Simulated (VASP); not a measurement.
Here is a VASP 6.6.1 calculation.

Contents of INCAR:

```
PREC = Accurate ; ENCUT = 500
EDIFF = 1E-6 ; ISMEAR = 0
SIGMA = 0.01 ; LREAL = False
LASPH = True ; NELM = 120
ALGO = Normal ; ISIF = 2
LWAVE = False ; LCHARG = True
GGA = PS ; LELF = True
LVHAR = True ; NBANDS = 11
GGA_COMPAT = False
```

KPOINTS

```
Automatic mesh
0
Gamma
  8 8 8
```

POSCAR

```
BP
1.0
    0.0000000000      2.2600702900      2.2600702900
    2.2600702900      0.0000000000      2.2600702900
    2.2600702900      2.2600702900      0.0000000000
B P
1 1
Direct
    0.0000000000      0.0000000000      0.0000000000
    0.7500000000      0.7500000000      0.7500000000
```

Potentials or basis: VASP PAW PBE potentials, release 64 (B, P).

Launch:

```sh
$ cat potpaw_PBE.64/B/POTCAR potpaw_PBE.64/P/POTCAR > POTCAR
$ mpirun -np 1 vasp_std > vasp.out
```

**Question.** Estimate the band gap on the k mesh.

**Answer.** 1.15 eV, indirect (least direct gap 3.37 eV).

**Question.** What does it give for the pressure?

**Answer.** 0.1 GPa.

Caveat: the PAW data sets were made with another functional, which shifts forces and pressure a little. A k mesh can miss the band edges.
